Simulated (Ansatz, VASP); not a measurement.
**Two plane-wave programs on Pt**

The input INCAR:

```
SYSTEM = Pt
ALGO = Fast ; EDIFF = 1E-7
ENCUT = 520 ; GGA = PS
ISIF = 2 ; ISMEAR = 0
LASPH = .TRUE. ; LCHARG = .FALSE.
LREAL = .FALSE. ; LWAVE = .FALSE.
NBANDS = 11 ; NELM = 100
PREC = Accurate ; SIGMA = 0.15
```

The input KPOINTS:

```
k-points
0
G
  30 30 30
  0 0 0
```

The input POSCAR:

```
Pt
1.0
   -1.6952121518      1.6952121518      1.3222654784
    1.6952121518     -1.6952121518      1.3222654784
    1.6952121518      1.6952121518     -1.3222654784
Pt
1
Direct
    0.0000000000      0.0000000000      0.0000000000
```

Input for Ansatz:

```yaml
crystal:
  lattice:
    - [-1.6952121518, 1.6952121518, 1.3222654784]
    - [1.6952121518, -1.6952121518, 1.3222654784]
    - [1.6952121518, 1.6952121518, -1.3222654784]
  atoms:
    - { symbol: Pt, position: [0.0, 0.0, 0.0] }
basis:
  ecutwfc: 420
kpoints:
  mp_grid: { grid: [30, 30, 30] }
hamiltonian:
  xc: pbesol
scf:
  occupations: { method: gaussian, width: 0.15 }
output:
  forces: true
  stress: true
  eigenvalues: true
```

Alike in both runs: task single point; functional PBEsol; k mesh 30 × 30 × 30; occupations gaussian, width 0.15 eV; no spin polarisation.

|  | VASP | Ansatz |
| --- | --- | --- |
| version | VASP 6.6.1 | Ansatz 0.2.0 |
| potentials or method | VASP PAW PBE potentials, release 64 (Pt), cutoff 520 eV | scalar-relativistic, plane waves, PAW |
| valence electrons in the cell | 10 | 18 |

```tsv
	VASP	Ansatz	Ansatz less VASP
gap on the k mesh at the Fermi level (eV)	none	none	-
pressure (GPa)	1.0	1.5	+0.45
traceless stress, the component that is largest in VASP (GPa)	7.34	7.39	+0.045
```

VASP's potentials were made for PBE, not for PBEsol. A gap of «none» marks a metal or a gap that the smearing closes. The functional is the same, so the differences come from potentials, cutoffs and numerics. VASP's potentials hold 10 valence electrons a cell and Ansatz's 18, so a difference there can come from the potentials and not from the codes.

Spin-orbit coupling is off throughout.
